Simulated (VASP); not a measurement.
# ZrO2 (Cubic zirconia) (Fm-3m) in VASP: further runs

The runs below take ZrO2 (Cubic zirconia) through single point, with PBE.

Everything below comes from runs of VASP 6.6.1. Logs are shortened: lines on timing, memory, paths and dates and some standing lists are left out, and cuts for length are marked.

### Step 1. The cell of the first run

The structure is cubic, space group Fm-3m (No. 225). Conventional cell: a = 4.931 Å, b = 4.931 Å, c = 4.931 Å, α = 90.00°, β = 90.00°, γ = 90.00°. Zr (site symmetry m-3m) has 8 O at 2.14 Å within 2.8 Å. Within 2.8 Å of O (site symmetry -43m) lie 4 Zr at 2.14 Å and 6 O at 2.47 Å.

### Step 2. Single point, PBE

Input file INCAR:

```
SYSTEM = ZrO2
PREC = Accurate ; ENCUT = 600
EDIFF = 1E-6 ; ISMEAR = 0
SIGMA = 0.01 ; LREAL = .False.
LASPH = .True. ; NELM = 120
ALGO = Normal ; ISIF = 2
LWAVE = .False. ; LCHARG = .False.
GGA = PE ; NBANDS = 19
GGA_COMPAT = .False.
```

Input file KPOINTS:

```
regular mesh
0
Gamma
  6 6 6
  0 0 0
```

Input file POSCAR:

```
ZrO2
1.0
    0.0000000000      2.4655126745      2.4655126745
    2.4655126745      0.0000000000      2.4655126745
    2.4655126745      2.4655126745      0.0000000000
Zr O
1 2
Direct
    0.0000000000      0.0000000000      0.0000000000
    0.2500000000      0.2500000000      0.2500000000
    0.7500000000      0.7500000000      0.7500000000
```

Potentials or basis: VASP PAW PBE potentials, release 64 (Zr_sv, O).

On the command line:

```bash
cat potpaw_PBE.64/Zr_sv/POTCAR potpaw_PBE.64/O/POTCAR > POTCAR
mpirun -np 1 vasp_std > vasp.out
```

OUTCAR:

```text
SYSTEM = ZrO2
   PREC = Accurate
   ENCUT = 600
   EDIFF = 1E-6
   ISMEAR = 0
   LREAL = .False.
   LASPH = .True.
   NELM = 120
   ISIF = 2
   GGA = PE

 ion  position               nearest neighbor table
   1  0.000  0.000  0.000-   3 2.14   2 2.14   3 2.14   2 2.14   3 2.14   3 2.14   2 2.14   2 2.14

   2  0.250  0.250  0.250-   1 2.14   1 2.14   1 2.14   1 2.14
   3  0.750  0.750  0.750-   1 2.14   1 2.14   1 2.14   1 2.14

  LATTYP: Found a face centered cubic cell.
 ALAT       =     4.9310253490

  Lattice vectors:

 A1 = (   0.0000000000,   2.4655126745,   2.4655126745)
 A2 = (   2.4655126745,   0.0000000000,   2.4655126745)
 A3 = (   2.4655126745,   2.4655126745,   0.0000000000)

Analysis of symmetry for initial positions (statically):
=====================================================================
 Subroutine PRICEL returns:
 Original cell was already a primitive cell.

 Routine SETGRP: Setting up the symmetry group for a
 face centered cubic supercell.

 Subroutine GETGRP returns: Found 48 space group operations
 (whereof 48 operations were pure point group operations)
 out of a pool of 48 trial point group operations.

The static configuration has the point symmetry O_h .

Analysis of symmetry for dynamics (positions and initial velocities):
=====================================================================
 Subroutine PRICEL returns:
 Original cell was already a primitive cell.

 Routine SETGRP: Setting up the symmetry group for a
 face centered cubic supercell.

 Subroutine GETGRP returns: Found 48 space group operations
 (whereof 48 operations were pure point group operations)
 out of a pool of 48 trial point group operations.

The dynamic configuration has the point symmetry O_h .

 Subroutine INISYM returns: Found 48 space group operations
 (whereof 48 operations are pure point group operations),
 and found     1 'primitive' translations

----------------------------------------------------------------------------------------

                                     Primitive cell

  volume of cell :      29.9745

  direct lattice vectors                    reciprocal lattice vectors
     0.000000000  2.465512674  2.465512674    -0.202797578  0.202797578  0.202797578
     2.465512674  0.000000000  2.465512674     0.202797578 -0.202797578  0.202797578
     2.465512674  2.465512674  0.000000000     0.202797578  0.202797578 -0.202797578

  length of vectors
     3.486761462  3.486761462  3.486761462     0.351255710  0.351255710  0.351255710

[... 72 lines left out ...]
   NELM   =    120;   NELMIN=  2; NELMDL= -5     # of ELM steps
   EDIFF  = 0.1E-05   stopping-criterion for ELM
   LREAL  =      F    real-space projection
   EDIFFG = 0.1E-04   stopping-criterion for IOM
   NSW    =      0    number of steps for IOM
   IBRION =     -1    ionic relax: 0-MD 1-quasi-New 2-CG
   NFREE  =      0    steps in history (QN), initial steepest desc. (CG)
   ISIF   =      2    stress and relaxation
   ISYM   =      2    0-nonsym 1-usesym 2-fastsym
   POTIM  = 0.5000    time-step for ionic-motion
   TEBEG  =    0.0;   TEEND  =   0.0 temperature during run
   PSTRESS=    0.0 pullay stress
   NELECT =      24.0000    total number of electrons
   NUPDOWN=      -1.0000    fix difference up-down
   EMIN   =  10.00;   EMAX   =-10.00  energy-range for DOS
   EFERMI =   0.00;   METHOD = LEGACY
   ISMEAR =     0;   SIGMA  =   0.01  broadening in eV -4-tet -1-fermi 0-gaus
   EFERMI_NEDOS =   21; number of points for ismear=-14 and -15
   IALGO  =     38    algorithm
   IMIX   =      4    mixing-type and parameters
     AMIX     =   0.40;   BMIX     =  1.00
     AMIX_MAG =   1.60;   BMIX_MAG =  1.00
  volume/ion in A,a.u.               =       9.99        67.43
  Fermi-wavevector in a.u.,A,eV,Ry     =   1.520179  2.872721 31.442297  2.310944
  Thomas-Fermi vector in A             =   2.629064
   LORBIT       =      0    0 simple, 1 ext, 2 COOP (PROOUT), +10 PAW based schemes
   GGA     = PE    functional components
   LHFCALC =     F    Hartree Fock is set to
   AEXX    =    0.0000 exact exchange contribution
   IVDW    =     0    specifies the selected vdW correction
   LEPSILON=     F    determine dielectric tensor
   LRPA    =     F    only Hartree local field effects (RPA)
 non-spin polarized calculation
 Gauss-broadening in eV      SIGMA  =   0.01
  energy-cutoff  :      600.00
  volume of cell :       29.97
 maximum number of plane-waves:      1018
   NGX = 13   NGY = 13   NGZ = 13

 number of electron      24.0000010 magnetization

 Free energy of the ion-electron system (eV)
  ---------------------------------------------------
  ext. energy  EPLUGINS =         0.00000000
  ---------------------------------------------------
  free energy    TOTEN  =       -28.23307188 eV

  energy without entropy =      -28.23307188  energy(sigma->0) =      -28.23307188

 E-fermi :   8.4781     XC(G=0): -12.3036

 val. band max:        8.3402926980   @ k =   0.5000   0.5000   0.0000
 cond. band min:      11.9480809051   @ k =   0.0000   0.0000   0.0000
 fundamental gap:      3.6077882070
 Fermi energy:         8.4780852624

 k-point     1 :       0.0000    0.0000    0.0000
  band No.  band energies     occupation
      1     -39.3086      2.00000
      2     -17.1347      2.00000
      3     -17.1347      2.00000
      4     -17.1347      2.00000
      5     -10.3144      2.00000
      6      -7.4070      2.00000
[... 329 lines left out ...]
      6      -7.8822      2.00000
[... 11 lines left out ...]
     18      21.6113      0.00000
     19      24.4328      0.00000

------------------------ aborting loop because EDIFF is reached ----------------------------------------

  FORCE on cell =-STRESS in cart. coord.  units (eV):
  Direction    XX          YY          ZZ          XY          YZ          ZX
  --------------------------------------------------------------------------------------
  -------------------------------------------------------------------------------------
  Total        6.1915249      6.1915249      6.1915249     -0.0000000      0.0000000     -0.0000000
  in kB      330.9455098    330.9455098    330.9455098     -0.0000000      0.0000000     -0.0000000
  external PRESSURE =     330.9455098 kB  Pullay stress =       0.0000000 kB

 VOLUME and BASIS-vectors are now :
 -----------------------------------------------------------------------------
  energy-cutoff  :      600.00
  volume of cell :       29.97
      direct lattice vectors                 reciprocal lattice vectors
     0.000000000  2.465512674  2.465512674    -0.202797578  0.202797578  0.202797578
     2.465512674  0.000000000  2.465512674     0.202797578 -0.202797578  0.202797578
     2.465512674  2.465512674  0.000000000     0.202797578  0.202797578 -0.202797578

 POSITION                                       TOTAL-FORCE (eV/Angst)
 -----------------------------------------------------------------------------------
      0.00000      0.00000      0.00000         0.000000      0.000000      0.000000
      1.23276      1.23276      1.23276        -0.000000      0.000000     -0.000000
      3.69827      3.69827      3.69827        -0.000000     -0.000000      0.000000
 -----------------------------------------------------------------------------------
    total drift:                                0.000000      0.000000      0.000000

  FREE ENERGIE OF THE ION-ELECTRON SYSTEM (eV)
  ---------------------------------------------------
  free  energy   TOTEN  =       -28.2330718837 eV

  energy  without entropy=      -28.2330718837  energy(sigma->0) =      -28.23307188
```

OSZICAR:

```text
N       E                     dE             d eps       ncg     rms          rms(c)
DAV:   1     0.201963134216E+03    0.20196E+03   -0.15800E+04   608   0.147E+03
DAV:   2    -0.247529419549E+02   -0.22672E+03   -0.21989E+03   736   0.366E+02
DAV:   3    -0.340490543413E+02   -0.92961E+01   -0.92436E+01   779   0.723E+01
DAV:   4    -0.343677666039E+02   -0.31871E+00   -0.31801E+00   857   0.104E+01
DAV:   5    -0.343720805660E+02   -0.43140E-02   -0.43138E-02   720   0.124E+00    0.296E+01
DAV:   6    -0.282496663344E+02    0.61224E+01   -0.21345E+01   648   0.403E+01    0.107E+01
DAV:   7    -0.282497117569E+02   -0.45423E-04   -0.94773E-01   737   0.735E+00    0.846E+00
DAV:   8    -0.282580982405E+02   -0.83865E-02   -0.34919E-01   671   0.552E+00    0.419E+00
DAV:   9    -0.282324093678E+02    0.25689E-01   -0.84576E-02   660   0.241E+00    0.316E-01
DAV:  10    -0.282333536863E+02   -0.94432E-03   -0.63494E-03   703   0.808E-01    0.513E-01
DAV:  11    -0.282330539301E+02    0.29976E-03   -0.10406E-03   656   0.349E-01    0.577E-02
DAV:  12    -0.282330758448E+02   -0.21915E-04   -0.52212E-05   724   0.594E-02    0.858E-02
DAV:  13    -0.282330711891E+02    0.46557E-05   -0.40856E-05   645   0.600E-02    0.764E-03
DAV:  14    -0.282330718837E+02   -0.69455E-06   -0.24613E-06   647   0.165E-02
   1 F= -.28233072E+02 E0= -.28233072E+02  d E =-.272589E-86
```

stdout:

```text
POSCAR found type information on POSCAR ZrO
 POSCAR found :  2 types and       3 ions
 scaLAPACK will be used
 LDA part: xc-table for (Slater+PW92), standard interpolation
 POSCAR, INCAR and KPOINTS ok, starting setup
 FFT: planning ... GRIDC
 FFT: planning ... GRID_SOFT
 FFT: planning ... GRID
 WAVECAR not read
 entering main loop
```

It took 27 s on 1 thread of Intel Xeon 8259CL, shared host; peak memory 0.16 GiB.

Results:

* Free energy: -28.2331 eV
* Pressure: 33.1 GPa
* Band gap on the k mesh: 3.61 eV, indirect (least direct gap 4.14 eV)

Levels at points of the mesh, in eV from the valence-band top:
```
           k point  band 8  band 9  band 10  band 11  band 12  band 13  band 14  band 15  band 16  band 17
(0.00, 0.00, 0.00)   -5.81   -5.81    -0.57    -0.57    -0.57     3.61     3.61     7.30    10.57    10.57
(0.50, 0.00, 0.00)   -4.70   -2.70    -2.56    -1.71    -1.71     4.37     4.37     7.00     9.33     9.50
(0.50, 0.50, 0.00)   -3.29   -3.29    -1.65    -1.65     0.00     4.14     5.26     6.73     8.14     8.14
```

A k mesh can miss the band edges. PBE gaps usually lie below the measured ones, often by a third to a half.

### Step 3. Single point, PBE

This run uses another cell than the first one, of 10.43 Å³/atom, 1.043 times its volume.

Input file INCAR:

```
SYSTEM = ZrO2
  PREC = Accurate
  ENCUT = 600
  EDIFF = 1E-6
  ISMEAR = 0
  SIGMA = 0.01
  LREAL = .False.
  LASPH = .True.
  NELM = 120
  ALGO = Normal
  ISIF = 2
  LWAVE = .False.
  LCHARG = .True.
  GGA = PE
  LELF = .True.
  LVHAR = .True.
  NBANDS = 19
  GGA_COMPAT = .False.
```

Input file KPOINTS:

```
Automatic mesh
0
Gamma
  6 6 6
  0 0 0
```

Input file POSCAR:

```
ZrO2
1.0
    0.0000000000      2.5007390434      2.5007390434
    2.5007390434      0.0000000000      2.5007390434
    2.5007390434      2.5007390434      0.0000000000
Zr O
1 2
Direct
    0.0000000000      0.0000000000      0.0000000000
    0.2500000000      0.2500000000      0.2500000000
    0.7500000000      0.7500000000      0.7500000000
```

Potentials or basis: VASP PAW PBE potentials, release 64 (Zr_sv, O).

On the command line:

```bash
cat potpaw_PBE.64/Zr_sv/POTCAR potpaw_PBE.64/O/POTCAR > POTCAR
mpirun -np 1 vasp_std > vasp.out
```

Wall time 26 s (1 thread of Intel Xeon 8259CL, shared host); peak memory 0.16 GiB.

It converged, with:

| Quantity | Value |
| --- | --- |
| Free energy | -28.4457 eV |
| Pressure | 18.6 GPa |
| Band gap on the k mesh | 3.50 eV, indirect (least direct gap 3.99 eV) |

Levels at points of the mesh, in eV from the valence-band top:
| k point | band 8 | band 9 | band 10 | band 11 | band 12 | band 13 | band 14 | band 15 | band 16 | band 17 |
| --- | --- | --- | --- | --- | --- | --- | --- | --- | --- | --- |
| (0.00, 0.00, 0.00) | -5.54 | -5.54 | -0.55 | -0.55 | -0.55 | 3.50 | 3.50 | 6.98 | 10.02 | 10.02 |
| (0.50, 0.00, 0.00) | -4.48 | -2.63 | -2.52 | -1.68 | -1.68 | 4.20 | 4.20 | 6.58 | 9.03 | 9.03 |
| (0.50, 0.50, 0.00) | -3.23 | -3.23 | -1.59 | -1.59 | 0.00 | 3.99 | 5.03 | 6.32 | 7.75 | 7.75 |
